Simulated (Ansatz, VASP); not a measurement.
**One calculation of Mg, two programs**

File INCAR:

```
PREC = Accurate
ENCUT = 520
EDIFF = 1E-8
ISMEAR = -1
SIGMA = 0.03
LREAL = F
LASPH = T
NELM = 100
ALGO = Normal
ISIF = 2
LWAVE = F
LCHARG = F
GGA = PE
LEFG = T
NBANDS = 7
```

The input KPOINTS:

```
Automatic mesh
0
Gamma
  16 16 16
```

POSCAR

```
Mg
1.0
    0.0000000000      2.2882721944      2.2882721944
    2.2882721944      0.0000000000      2.2882721944
    2.2882721944      2.2882721944      0.0000000000
Mg
1
Direct
    0.0000000000      0.0000000000      0.0000000000
```

Input for Ansatz:

```yaml
crystal:
  lattice:
    - [0.0, 2.2882721944, 2.2882721944]
    - [2.2882721944, 0.0, 2.2882721944]
    - [2.2882721944, 2.2882721944, 0.0]
  atoms:
    - { symbol: Mg, position: [0.0, 0.0, 0.0] }
kpoints:
  mp_grid: { grid: [16, 16, 16] }
scf:
  occupations: { method: fermi_dirac, width: 0.03 }
hamiltonian:
  xc: pbe
  pseudopotentials: { kind: all_electron, datasets: crystal }
output:
  forces: true
  stress: true
  eigenvalues: true
  efg: { contact_densities: true }
```

Change from the starting cell: volume scaled by 1.06, crystal datasets.

Alike in both runs: task electric field gradients; functional PBE; k mesh 16 × 16 × 16; occupations fermi-dirac, width 0.03 eV; no spin polarisation.

```csv
,VASP,Ansatz
version,VASP 6.6.1,Ansatz 0.2.0
potentials or method,"VASP PAW PBE potentials, release 64 (Mg), cutoff 520 eV","all-electron PAW with datasets made for the crystal, scalar-relativistic"
```

```csv
,VASP,Ansatz,Ansatz less VASP
pressure (GPa),-1.3,-1.2,+0.10
```

Ansatz ran all-electron here, and VASP with PAW potentials.
